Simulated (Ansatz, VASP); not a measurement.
**One calculation of Pd, two programs**

```xyz
1
Lattice="0.0729 1.9449 1.9449 1.9449 0.0729 1.9449 2.0178 2.0178 0.0000" Properties=species:S:1:pos:R:3 pbc="T T T"
Pd    0.0000    0.0000    0.0000
```

Change from the starting cell: strain +0.0750 x Voigt [0, 0, 0, 0, 0, 1], atoms carried along.

Alike in both runs: task single point; functional PBEsol; k mesh 20 × 20 × 20; occupations gaussian, width 0.15 eV; no spin polarisation.

|  | VASP | Ansatz |
| --- | --- | --- |
| version | VASP 6.6.1 | Ansatz 0.2.0 |
| potentials or method | VASP PAW PBE potentials, release 64 (Pd), cutoff 520 eV | scalar-relativistic, plane waves, PAW |
| valence electrons in the cell | 10 | 18 |

VASP gave:

```
gap on the k mesh at the Fermi level (eV)                     : none
pressure (GPa)                                                : -1.3
traceless stress, the component that is largest in VASP (GPa) : -6.23
```

Task: Estimate Ansatz's values.

Result: gap on the k mesh at the Fermi level (eV): none; pressure (GPa): -1.0; traceless stress, the component that is largest in VASP (GPa): -6.27.

VASP's potentials were made for PBE, not for PBEsol. A gap of «none» marks a metal or a gap that the smearing closes. With one functional, cell and mesh, what is left measures potentials, basis and numerics. VASP's potentials hold 10 valence electrons a cell and Ansatz's 18, so a difference there can come from the potentials and not from the codes.
